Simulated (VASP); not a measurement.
Write the native input for VASP 6.6.1 that does the following.

```yaml
Task: single point
Functional: PBE
Potentials_or_basis: VASP PAW PBE potentials, release 64 (Be)
Cutoff: 520 eV
k_mesh: 10 × 10 × 16
Occupations: gaussian, width 0.1 eV
Spin: no spin polarisation
Dipole_correction: no
Further_INCAR_settings: ALGO = Fast; EDIFF = 1e-06; NBANDS = 12
```

The structure of Be lies in POSCAR:

```
Be
1.0
    3.8390980288      0.0227431610     -0.0203077319
    0.0227431610      3.7894902115     -0.0374681400
   -0.0123645376     -0.0228128000      2.3284112448
Be
4
Direct
    0.2831638982      0.2887393017     -0.0024722963
    0.7368984801      0.7181972582     -0.0724943891
    0.1966909865      0.7704917987      0.5595542853
    0.7832466352      0.2225716414      0.5154124001
```

This cell differs from its parent crystal: atoms moved at random and the cell strained at random.

These files were run (other wordings do the same):

INCAR

```
ALGO     = Fast           # electronic algorithm
EDIFF    = 1E-6           # SCF threshold, eV
ENCUT    = 520            # plane-wave cutoff, eV
GGA      = PE             # functional
ISIF     = 2              # what is computed and relaxed
ISMEAR   = 0              # smearing method
LASPH    = True           # aspherical terms in the spheres
LCHARG   = True           # write CHGCAR
LELF     = True           # ELF
LREAL    = False          # projectors in reciprocal space
LVHAR    = True         
LWAVE    = False          # write WAVECAR
NBANDS   = 12             # bands
NELM     = 80             # most SCF steps
PREC     = Accurate       # precision mode
SIGMA    = 0.1            # smearing width, eV
```

KPOINTS

```
k-points
0
Gamma
  10 10 16
```

Potentials or basis: VASP PAW PBE potentials, release 64 (Be).

Command:

```bash
$ cat potpaw_PBE.64/Be/POTCAR > POTCAR
$ mpirun -np 1 vasp_std > vasp.out
```

Results of the run:

The pressure is -3.6 GPa. The largest force is 2.158 eV/Å and the band gap on the k mesh is zero (band 4 reaches 7.15 eV, above the bottom of band 5 at 5.92 eV).

Caveat: the cell differs from its parent crystal (atoms moved at random and the cell strained at random); forces of over 1 eV/Å act on the atoms, so gaps and moduli don't describe the material at rest.

Wall time 3.6 min on 1 thread of Intel(R) Xeon(R) Platinum 8259CL CPU @ 2.50GHz (Skylake/Cascade Lake) (shared host), peak memory 0.34 GiB.
